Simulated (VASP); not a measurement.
Input of a VASP 6.6.1 run:

The input INCAR:

```
ALGO = Normal
EDIFF = 1E-6
EDIFFG = -0.01
ENCUT = 600
GGA = RP
IBRION = 2
ISIF = 3
ISMEAR = -1
LASPH = T
LCHARG = F
LREAL = F
LWAVE = F
NELM = 100
NSW = 80
PREC = Accurate
SIGMA = 0.1
```

Contents of KPOINTS:

```
k-points
0
Gamma
  12 12 12
```

Contents of POSCAR:

```
Ta
1.0
    2.6919965271      0.0000000000      0.0000000000
    0.0000000000      2.6919965271      0.0000000000
    0.0000000000      0.0000000000      2.6919965271
Ta
1
Direct
    0.0000000000      0.0000000000      0.0000000000
```

Potentials or basis: VASP PAW PBE potentials, release 64 (Ta_pv).

Launch:

```console
$ cat potpaw_PBE.64/Ta_pv/POTCAR > POTCAR
$ mpirun -np 1 vasp_std > vasp.out
```

Estimate the relaxed cell.

a = 2.761 Å, b = 2.761 Å, c = 2.761 Å, α = 90.00°, β = 90.00°, γ = 90.00°.

Estimate the space group after relaxing (to 0.05 Å).

Pm-3m (No. 221).

Final structure:
```yaml
crystal:
  lattice:
    - [2.76087, 0.00000, 0.00000]
    - [0.00000, 2.76087, 0.00000]
    - [0.00000, 0.00000, 2.76087]
  atoms:
    - { symbol: Ta, position: [0.00000, 0.00000, 0.00000] }
```
